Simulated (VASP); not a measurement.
# WS2 (P-3m1) in VASP: notebook

WS2 is run at these levels: PBE+D3(BJ); tasks: single point.

Everything below comes from runs of VASP 6.6.1. Logs are shortened: lines on timing, memory, paths and dates and some standing lists are left out, and cuts for length are marked.

### Step 1. The cell of the first run

The typed cell holds 6 atoms: a = 3.123 Å, b = 3.123 Å, c = 12.179 Å, α = 90.00°, β = 90.00°, γ = 120.00°.

### Step 2. Single point, PBE+D3(BJ)

The input, INCAR:

```
SYSTEM = WS2
PREC = Accurate ; ENCUT = 520
EDIFF = 1E-6 ; ISMEAR = 0
SIGMA = 0.02 ; LREAL = .FALSE.
LASPH = .TRUE. ; NELM = 100
ALGO = Normal ; ISIF = 2
LWAVE = .FALSE. ; LCHARG = .FALSE.
GGA = PE ; IVDW = 12
NBANDS = 35
```

The input, KPOINTS:

```
Automatic mesh
0
G
  12 12 4
  0 0 0
```

The input, POSCAR:

```
WS2
1.0
    3.1226090578      0.0000000000      0.0000000000
   -1.5613045289      2.7042587701      0.0000000000
    0.0000000000      0.0000000000     12.1788987399
W S
2 4
Direct
    0.3333333333      0.6666666667      0.7500610032
    0.6666666667      0.3333333333      0.2499389968
    0.3333333333      0.6666666667      0.1197001014
    0.6666666667      0.3333333333      0.6198211815
    0.3333333333      0.6666666667      0.3801788185
    0.6666666667      0.3333333333      0.8802998986
```

Potentials or basis: VASP PAW PBE potentials, release 64 (W_sv, S).

Started as:

```console
cat potpaw_PBE.64/W_sv/POTCAR potpaw_PBE.64/S/POTCAR > POTCAR
mpirun -np 1 vasp_std > vasp.out
```

OUTCAR:

```text
SYSTEM = WS2
   PREC = Accurate
   ENCUT = 520
   EDIFF = 1E-6
   ISMEAR = 0
   LREAL = .FALSE.
   LASPH = .TRUE.
   NELM = 100
   ISIF = 2
   GGA = PE
   IVDW = 12
 IVDW          = 12

 ion  position               nearest neighbor table
   1  0.333  0.667  0.750-   6 2.40   6 2.40   6 2.40   4 2.40   4 2.40   4 2.40
   2  0.667  0.333  0.250-   3 2.40   3 2.40   3 2.40   5 2.40   5 2.40   5 2.40
   3  0.333  0.667  0.120-   2 2.40   2 2.40   2 2.40
   4  0.667  0.333  0.620-   1 2.40   1 2.40   1 2.40
   5  0.333  0.667  0.380-   2 2.40   2 2.40   2 2.40
   6  0.667  0.333  0.880-   1 2.40   1 2.40   1 2.40

  LATTYP: Found a hexagonal cell.
 ALAT       =     3.1226090578
 C/A-ratio  =     3.9002316699

  Lattice vectors:

 A1 = (   3.1226090578,   0.0000000000,   0.0000000000)
 A2 = (  -1.5613045289,   2.7042587701,   0.0000000000)
 A3 = (   0.0000000000,   0.0000000000,  12.1788987399)

Analysis of symmetry for initial positions (statically):
=====================================================================
 Subroutine PRICEL returns:
 Original cell was already a primitive cell.

 Routine SETGRP: Setting up the symmetry group for a
 hexagonal supercell.

 Subroutine GETGRP returns: Found 12 space group operations
 (whereof 12 operations were pure point group operations)
 out of a pool of 24 trial point group operations.

The static configuration has the point symmetry D_3d.

Analysis of symmetry for dynamics (positions and initial velocities):
=====================================================================
 Subroutine PRICEL returns:
 Original cell was already a primitive cell.

 Routine SETGRP: Setting up the symmetry group for a
 hexagonal supercell.

 Subroutine GETGRP returns: Found 12 space group operations
 (whereof 12 operations were pure point group operations)
 out of a pool of 24 trial point group operations.

The dynamic configuration has the point symmetry D_3d.

 Subroutine INISYM returns: Found 12 space group operations
 (whereof 12 operations are pure point group operations),
 and found     1 'primitive' translations

----------------------------------------------------------------------------------------

                                     Primitive cell

  volume of cell :     102.8428

  direct lattice vectors                    reciprocal lattice vectors
     3.122609058  0.000000000  0.000000000     0.320245020  0.184893548  0.000000000
    -1.561304529  2.704258770  0.000000000     0.000000000  0.369787097  0.000000000
     0.000000000  0.000000000 12.178898740     0.000000000  0.000000000  0.082109230

  length of vectors
     3.122609058  3.122609058 12.178898740     0.369787097  0.369787097  0.082109230

  position of ions in fractional coordinates (direct lattice)
     0.333333333  0.666666667  0.750061003
     0.666666667  0.333333333  0.249938997
     0.333333333  0.666666667  0.119700101
     0.666666667  0.333333333  0.619821182
     0.333333333  0.666666667  0.380178818
     0.666666667  0.333333333  0.880299899

  ion indices of the primitive-cell ions
   primitive index   ion index
                 1           1
                 2           2
                 3           3
                 4           4
                 5           5
                 6           6

----------------------------------------------------------------------------------------

 KPOINTS: Automatic mesh

Automatic generation of k-mesh.
 Grid dimensions read from file:
 generate k-points for:   12   12    4

 Generating k-lattice:

  Cartesian coordinates                     Fractional coordinates (reciprocal lattice)
     0.026687085  0.015407796  0.000000000     0.083333333 -0.000000000  0.000000000
     0.000000000  0.030815591  0.000000000     0.000000000  0.083333333  0.000000000
     0.000000000  0.000000000  0.020527308     0.000000000  0.000000000  0.250000000

  Length of vectors
     0.030815591  0.030815591  0.020527308

  Shift w.r.t. Gamma in fractional coordinates (k-lattice)
     0.000000000  0.000000000  0.000000000

 Subroutine IBZKPT returns following result:
 ===========================================

 Found     69 irreducible k-points:

 Following reciprocal coordinates:
            Coordinates               Weight
  0.000000  0.000000  0.000000      1.000000
  0.083333 -0.000000  0.000000      6.000000
  0.166667  0.000000  0.000000      6.000000
  0.250000  0.000000  0.000000      6.000000
  0.333333 -0.000000  0.000000      6.000000
  0.416667  0.000000  0.000000      6.000000
[... 16 lines left out ...]
  0.166667  0.000000  0.250000      6.000000
  0.000000  0.166667  0.250000      6.000000
 [... further k-points ...]
   k-points           NKPTS =     69   k-points in BZ     NKDIM =     69   number of bands    NBANDS=     35
   number of dos      NEDOS =    301   number of ions     NIONS =      6
   total plane-waves  NPLWV =  55296
   dimension x,y,z NGX =    24 NGY =   24 NGZ =   96
   dimension x,y,z NGXF=    48 NGYF=   48 NGZF=  192
   ions per type =               2   4
   NGX,Y,Z   is equivalent  to a cutoff of  12.78, 12.78, 13.10 a.u.
   NGXF,Y,Z  is equivalent  to a cutoff of  25.55, 25.55, 26.21 a.u.
 SYSTEM =  WS2
   PREC   = accura    normal or accurate (medium, high low for compatibility)
   ISTART =      0    job   : 0-new  1-cont  2-samecut
   ICHARG =      2    charge: 1-file 2-atom 10-const
   ISPIN  =      1    spin polarized calculation?
   LNONCOLLINEAR =      F non collinear calculations
   LSORBIT =      F    spin-orbit coupling
   LASPH  =      T    aspherical Exc in radial PAW
   ENCUT  =  520.0 eV  38.22 Ry    6.18 a.u.   5.81  5.81 22.64*2*pi/ulx,y,z
   NELM   =    100;   NELMIN=  2; NELMDL= -5     # of ELM steps
   EDIFF  = 0.1E-05   stopping-criterion for ELM
   LREAL  =      F    real-space projection
   EDIFFG = 0.1E-04   stopping-criterion for IOM
   NSW    =      0    number of steps for IOM
   IBRION =     -1    ionic relax: 0-MD 1-quasi-New 2-CG
   NFREE  =      0    steps in history (QN), initial steepest desc. (CG)
   ISIF   =      2    stress and relaxation
   ISYM   =      2    0-nonsym 1-usesym 2-fastsym
   POTIM  = 0.5000    time-step for ionic-motion
   TEBEG  =    0.0;   TEEND  =   0.0 temperature during run
   PSTRESS=    0.0 pullay stress
   NELECT =      52.0000    total number of electrons
   NUPDOWN=      -1.0000    fix difference up-down
   EMIN   =  10.00;   EMAX   =-10.00  energy-range for DOS
   EFERMI =   0.00;   METHOD = LEGACY
   ISMEAR =     0;   SIGMA  =   0.02  broadening in eV -4-tet -1-fermi 0-gaus
   EFERMI_NEDOS =   21; number of points for ismear=-14 and -15
   IALGO  =     38    algorithm
   IMIX   =      4    mixing-type and parameters
     AMIX     =   0.40;   BMIX     =  1.00
     AMIX_MAG =   1.60;   BMIX_MAG =  1.00
  volume/ion in A,a.u.               =      17.14       115.67
  Fermi-wavevector in a.u.,A,eV,Ry     =   1.304221  2.464621 23.143421  1.700993
  Thomas-Fermi vector in A             =   2.435172
   LORBIT       =      0    0 simple, 1 ext, 2 COOP (PROOUT), +10 PAW based schemes
   GGA     = PE    functional components
   LHFCALC =     F    Hartree Fock is set to
   AEXX    =    0.0000 exact exchange contribution
   IVDW    =    12    specifies the selected vdW correction
   LEPSILON=     F    determine dielectric tensor
   LRPA    =     F    only Hartree local field effects (RPA)
 non-spin polarized calculation
 Gauss-broadening in eV      SIGMA  =   0.02
  energy-cutoff  :      520.00
  volume of cell :      102.84
 maximum number of plane-waves:      2792
   NGX = 11   NGY = 11   NGZ = 45

 number of electron      51.9999990 magnetization

 Free energy of the ion-electron system (eV)
  ---------------------------------------------------
  ext. energy  EPLUGINS =         0.00000000
  ---------------------------------------------------
  free energy    TOTEN  =       -47.12257526 eV

  energy without entropy =      -47.12257526  energy(sigma->0) =      -47.12257526

 E-fermi :   8.1346     XC(G=0): -11.1700

 val. band max:        7.8566602553   @ k =   0.0000   0.0000   0.0000
 cond. band min:       8.7792390521   @ k =   0.1667   0.1667   0.0000
 fundamental gap:      0.9225787969
 Fermi energy:         8.1345660609

 k-point     1 :       0.0000    0.0000    0.0000
  band No.  band energies     occupation
      1     -66.6719      2.00000
      2     -66.6718      2.00000
      3     -30.9542      2.00000
      4     -30.9541      2.00000
      5     -30.7381      2.00000
      6     -30.7381      2.00000
[... 27 lines left out ...]
     34      10.4950      0.00000
     35      12.8900      0.00000

 k-point     2 :       0.0833   -0.0000    0.0000
  band No.  band energies     occupation
      1     -66.6704      2.00000
      2     -66.6704      2.00000
      3     -30.9491      2.00000
      4     -30.9491      2.00000
      5     -30.7659      2.00000
      6     -30.7659      2.00000
[... 27 lines left out ...]
     34      10.5432      0.00000
     35      13.4433      0.00000

 k-point     3 :       0.1667    0.0000    0.0000
  band No.  band energies     occupation
      1     -66.6663      2.00000
      2     -66.6663      2.00000
      3     -30.9354      2.00000
      4     -30.9353      2.00000
      5     -30.8412      2.00000
      6     -30.8412      2.00000
[... 27 lines left out ...]
     34      11.0894      0.00000
     35      14.5003      0.00000

 k-point     4 :       0.2500    0.0000    0.0000
  band No.  band energies     occupation
      1     -66.6609      2.00000
      2     -66.6608      2.00000
      3     -30.9426      2.00000
      4     -30.9426      2.00000
      5     -30.9165      2.00000
      6     -30.9165      2.00000
[... 27 lines left out ...]
     34      11.6537      0.00000
     35      14.7248      0.00000

 k-point     5 :       0.3333   -0.0000    0.0000
  band No.  band energies     occupation
      1     -66.6554      2.00000
      2     -66.6554      2.00000
      3     -31.0423      2.00000
      4     -31.0423      2.00000
      5     -30.8976      2.00000
      6     -30.8975      2.00000
[... 638 lines left out ...]
 k-point    22 :       0.0000    0.0833    0.2500
  band No.  band energies     occupation
      1     -66.6704      2.00000
      2     -66.6704      2.00000
      3     -30.9491      2.00000
      4     -30.9491      2.00000
      5     -30.7659      2.00000
      6     -30.7659      2.00000
[... 27 lines left out ...]
     34      10.5418      0.00000
     35      13.4723      0.00000

 k-point    23 :       0.1667    0.0000    0.2500
  band No.  band energies     occupation
      1     -66.6663      2.00000
      2     -66.6663      2.00000
      3     -30.9354      2.00000
      4     -30.9353      2.00000
      5     -30.8412      2.00000
      6     -30.8412      2.00000
[... 27 lines left out ...]
     34      11.0714      0.00000
     35      14.5366      0.00000

 k-point    24 :       0.0000    0.1667    0.2500
  band No.  band energies     occupation
      1     -66.6663      2.00000
      2     -66.6663      2.00000
      3     -30.9354      2.00000
      4     -30.9353      2.00000
      5     -30.8412      2.00000
      6     -30.8412      2.00000
[... 27 lines left out ...]
     34      11.0714      0.00000
     35      14.5396      0.00000

 [... further k-points ...]

------------------------ aborting loop because EDIFF is reached ----------------------------------------

 Edisp (eV)   -2.65689

 E8    (eV) :    -1.1166

  FORCE on cell =-STRESS in cart. coord.  units (eV):
  Direction    XX          YY          ZZ          XY          YZ          ZX
  --------------------------------------------------------------------------------------
  -------------------------------------------------------------------------------------
  Total       1.99276     1.99276    -0.01914     0.00000     0.00000     0.00000
  in kB      31.04496    31.04496    -0.29821     0.00000     0.00000     0.00000
  external pressure =       20.60 kB  Pullay stress =        0.00 kB

 VOLUME and BASIS-vectors are now :
 -----------------------------------------------------------------------------
  energy-cutoff  :      520.00
  volume of cell :      102.84
      direct lattice vectors                 reciprocal lattice vectors
     3.122609058  0.000000000  0.000000000     0.320245020  0.184893548  0.000000000
    -1.561304529  2.704258770  0.000000000     0.000000000  0.369787097  0.000000000
     0.000000000  0.000000000 12.178898740     0.000000000  0.000000000  0.082109230

 POSITION                                       TOTAL-FORCE (eV/Angst)
 -----------------------------------------------------------------------------------
     -0.00000      1.80284      9.13492         0.000000     -0.000000     -0.000525
      1.56130      0.90142      3.04398        -0.000000      0.000000      0.000525
     -0.00000      1.80284      1.45782        -0.000000      0.000000     -0.001702
      1.56130      0.90142      7.54874        -0.000000      0.000000     -0.002958
     -0.00000      1.80284      4.63016         0.000000     -0.000000      0.002958
      1.56130      0.90142     10.72108         0.000000     -0.000000      0.001702
 -----------------------------------------------------------------------------------
    total drift:                               -0.000000      0.000000      0.000000

  FREE ENERGIE OF THE ION-ELECTRON SYSTEM (eV)
  ---------------------------------------------------
  free  energy   TOTEN  =       -49.7794633814 eV

  energy  without entropy=      -49.7794633814  energy(sigma->0) =      -49.77946338
```

It took 2.1 min on 1 thread of Intel Xeon 6975P-C (Granite Rapids), shared host; peak memory 0.35 GiB.

What came out:

```yaml
Free_energy: -49.7795 eV
Pressure: 2.1 GPa
Band_gap_on_the_k_mesh: 0.92 eV (least direct gap 1.98 eV)
Dispersion_energy_per_atom: -0.443 eV
```

Forces in eV/Å, atoms in the order of the input:
```
W    0.000  0.000 -0.001
W    0.000  0.000  0.001
S    0.000  0.000 -0.002
S    0.000  0.000 -0.003
S    0.000  0.000  0.003
S    0.000  0.000  0.002
```

Stress tensor (GPa, compression positive):
```
 3.10  0.00  0.00
 0.00  3.10  0.00
 0.00  0.00 -0.03
```

Caveat: spin-orbit coupling is left out, which moves the levels of the heavy elements. A k mesh can miss the band edges.

### Step 3. Single point, PBE+D3(BJ) (biaxial strain in the a-b plane: -1.0 %)

The input, INCAR:

```
SYSTEM = WS2
PREC     = Accurate       ! precision mode
ENCUT    = 520            ! plane-wave cutoff, eV
EDIFF    = 1E-6           ! SCF threshold, eV
ISMEAR   = 0              ! smearing method
SIGMA    = 0.02           ! smearing width, eV
LREAL    = .FALSE.        ! projectors in reciprocal space
LASPH    = .TRUE.         ! aspherical terms in the spheres
NELM     = 60             ! most SCF steps
ALGO     = Normal         ! electronic algorithm
ISIF     = 2              ! what is computed and relaxed
LWAVE    = .FALSE.        ! write WAVECAR
LCHARG   = .TRUE.         ! write CHGCAR
GGA      = PE             ! functional
IVDW     = 12             ! dispersion correction
LELF     = .TRUE.         ! ELF
LVHAR    = .TRUE.       
NBANDS   = 35             ! bands
```

The input, KPOINTS:

```
regular mesh
0
G
  12 12 4
  0 0 0
```

The input, POSCAR:

```
WS2
1.0
    3.1226090578      0.0000000000      0.0000000000
   -1.5613045289      2.7042587701      0.0000000000
    0.0000000000      0.0000000000     12.2206640095
W S
2 4
Direct
    0.3333333333      0.6666666667      0.7501682012
    0.6666666667      0.3333333333      0.2498317988
    0.3333333333      0.6666666667      0.1202132495
    0.6666666667      0.3333333333      0.6205433143
    0.3333333333      0.6666666667      0.3794566857
    0.6666666667      0.3333333333      0.8797867505
```

Potentials or basis: VASP PAW PBE potentials, release 64 (W_sv, S).

Started as:

```console
cat potpaw_PBE.64/W_sv/POTCAR potpaw_PBE.64/S/POTCAR > POTCAR
mpirun -np 1 vasp_std > vasp.out
```

Wall time 2.1 min (1 thread of Intel Xeon 6975P-C (Granite Rapids), shared host); peak memory 0.35 GiB.

The run converged. Its results:

```yaml
Free_energy: -49.7789 eV
Pressure: 2.2 GPa
Largest_force: 0.058 eV/Å
Band_gap_on_the_k_mesh: 0.95 eV (least direct gap 1.98 eV)
Dispersion_energy_per_atom: -0.441 eV
```

Forces on the atoms (eV/Å):
```
W    0.000  0.000 -0.002
W    0.000  0.000  0.002
S    0.000  0.000 -0.056
S    0.000  0.000 -0.058
S    0.000  0.000  0.058
S    0.000  0.000  0.056
```

Stress tensor (GPa, compression positive):
```
3.25 0.00 0.00
0.00 3.25 0.00
0.00 0.00 0.24
```

Levels at points of the mesh, in eV from the valence-band top:
```csv
k point,band 23,band 24,band 25,band 26,band 27,band 28,band 29,band 30
"(0.00, 0.00, 0.00)",-2.03,-1.47,-1.34,0.00,2.43,2.43,2.44,2.44
"(0.50, 0.00, 0.00)",-1.85,-1.70,-1.61,-1.52,2.53,2.58,2.68,3.09
"(0.00, 0.00, 0.50)",-2.06,-2.06,-0.33,-0.33,2.42,2.42,2.42,2.42
"(0.50, 0.00, 0.50)",-1.73,-1.73,-1.60,-1.59,2.55,2.55,2.92,2.92
```

Caveat: the cell differs from its parent crystal (biaxial strain in the a-b plane: -1.0 %); spin-orbit coupling is left out, which moves the levels of the heavy elements. A k mesh can miss the band edges.
